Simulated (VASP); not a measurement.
Set up this calculation in VASP 6.6.1, as the native input.

```yaml
Task: single point
Functional: PBE
Potentials_or_basis: VASP PAW PBE potentials, release 64 (Pb_d, Te)
Cutoff: 520 eV
k_mesh: 10 × 10 × 10
Occupations: gaussian, width 0.03 eV
Spin: non-collinear spin, zero start, spin-orbit coupling
Starting_moments: "[[0.0, 0.0, 0.0], [0.0, 0.0, 0.0]] μB"
Dipole_correction: no
Further_INCAR_settings: ALGO = Normal; EDIFF = 1e-06; NBANDS = 32
```

The structure of TePb lies in POSCAR:

```
TePb
1.0
    0.0000000000      3.2310000000      3.2310000000
    3.2310000000      0.0000000000      3.2310000000
    3.2310000000      3.2310000000      0.0000000000
Pb Te
1 1
Direct
    0.0000000000      0.0000000000      0.0000000000
    0.5000000000      0.5000000000      0.5000000000
```

The input as run:

INCAR

```
SYSTEM = TePb
PREC = Accurate
ENCUT = 520
EDIFF = 1E-6
ISMEAR = 0
SIGMA = 0.03
LREAL = .FALSE.
LASPH = .TRUE.
NELM = 150
ALGO = Normal
ISIF = 2
LWAVE = .FALSE.
LCHARG = .TRUE.
LNONCOLLINEAR = .TRUE.
MAGMOM = 0 0 0 0 0 0
LORBIT = 11
LSORBIT = .TRUE.
GGA_COMPAT = .FALSE.
LORBMOM = .TRUE.
GGA = PE
LVHAR = .TRUE.
NBANDS = 32
```

KPOINTS

```
regular mesh
0
G
  10 10 10
  0 0 0
```

Potentials or basis: VASP PAW PBE potentials, release 64 (Pb_d, Te).

Launch:

```console
$ cat potpaw_PBE.64/Pb_d/POTCAR potpaw_PBE.64/Te/POTCAR > POTCAR
$ mpirun -np 1 vasp_ncl > vasp.out
```

It gave:

* Pressure: 2.0 GPa
* Net moment: 0.00 μB per cell
* Valence electrons inside the program's atomic spheres: Pb 11.89; Te 3.39

Run time: 2.4 min on 1 thread of Intel(R) Xeon(R) 6975P-C (Granite Rapids), with other jobs on the host, peak memory 0.46 GiB.
